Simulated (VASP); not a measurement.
C, 4 atoms in the cell. The cell holds a slab with vacuum, 4 atoms: a = 2.466 Å, b = 2.466 Å, c = 17.500 Å, α = 90.00°, β = 90.00°, γ = 120.00°. 

| Quantity | Value |
| --- | --- |
| Program | VASP 6.6.1 |
| Task | single point |
| Functional | PBE |
| Dispersion | D3(BJ) |
| Potentials or basis | VASP PAW PBE potentials, release 64 (C) |
| Cutoff | 520 eV |
| k mesh | 15 × 15 × 1 |
| Occupations | gaussian, width 0.1 eV |
| Spin | no spin polarisation |
| Dipole correction | yes |
| Further INCAR settings | ALGO = Normal; EDIFF = 1e-06; NBANDS = 16 |

Potentials or basis: VASP PAW PBE potentials, release 64 (C).

The run is started by

```console
$ cat potpaw_PBE.64/C/POTCAR > POTCAR
$ mpirun -np 1 vasp_std > vasp.out
```

Hardware: 1 thread of Intel(R) Xeon(R) 6975P-C (Granite Rapids), on a shared host.

Task: How long does it take, and how much memory?

Result: It took 36 s on 1 thread of Intel(R) Xeon(R) 6975P-C (Granite Rapids), with other jobs on the host, peak memory 0.2 GiB. Counts: scf iterations 20, k points 27.
